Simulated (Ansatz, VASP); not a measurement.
One calculation of Se, two programs

File INCAR:

```
SYSTEM = Se
  ALGO = Normal
  EDIFF = 1E-7
  ENCUT = 520
  GGA = RE
  ISIF = 2
  ISMEAR = -1
  LASPH = .TRUE.
  LCHARG = .FALSE.
  LREAL = .FALSE.
  LWAVE = .FALSE.
  NBANDS = 13
  NELM = 100
  PREC = Accurate
  SIGMA = 0.1
```

KPOINTS

```
k-points
0
G
  11 11 9
  0 0 0
```

Contents of POSCAR:

```
Se
1.0
    3.7967845709      0.0000000000      0.0000000000
   -1.8983922855      3.2881118911      0.0000000000
    0.0000000000      0.0000000000      3.9560367201
Se
2
Direct
    0.3333333333      0.6666666667      0.2500000000
    0.6666666667      0.3333333333      0.7500000000
```

Input for Ansatz:

```yaml
crystal:
  lattice:
    - [3.7967845709, 0.0, 0.0]
    - [-1.8983922855, 3.2881118911, 0.0]
    - [0.0, 0.0, 3.9560367201]
  atoms:
    - { symbol: Se, position: [0.3333333333, 0.6666666667, 0.25] }
    - { symbol: Se, position: [0.6666666667, 0.3333333333, 0.75] }
hamiltonian:
  xc: revpbe
  pseudopotentials:
    kind: paw
    azcp:
      Se: "pseudopotentials/Se.paw.azcp"
basis:
  ecutwfc: 420
  fft_grid_basis: typed
kpoints:
  mp_grid: { grid: [11, 11, 9], shift: [0, 0, 0] }
magnetization:
  spin_polarized: false
scf:
  occupations: { method: fermi_dirac, width: 0.1 }
  lower_state_search: "off"
output:
  stress: true
```

Alike in both runs: task single point; functional revPBE; k mesh 11 × 11 × 9; occupations fermi-dirac, width 0.1 eV; no spin polarisation.

```csv
,VASP,Ansatz
version,VASP 6.6.1,Ansatz 0.2.0
potentials or method,"VASP PAW PBE potentials, release 64 (Se), cutoff 520 eV","plane waves (420 eV) with PAW, scalar-relativistic"
valence electrons in the cell,12,32
```

|  | VASP | Ansatz | Ansatz less VASP |
| --- | --- | --- | --- |
| pressure (GPa) | -4.0 | -4.0 | +0.02 |
| traceless stress, the component that is largest in VASP (GPa) | -1.87 | -1.87 | +0.002 |

VASP's potentials were made for PBE, not for revPBE. With one functional, cell and mesh, what is left measures potentials, basis and numerics. VASP's potentials hold 12 valence electrons a cell and Ansatz's 32, so a difference there can come from the potentials and not from the codes.
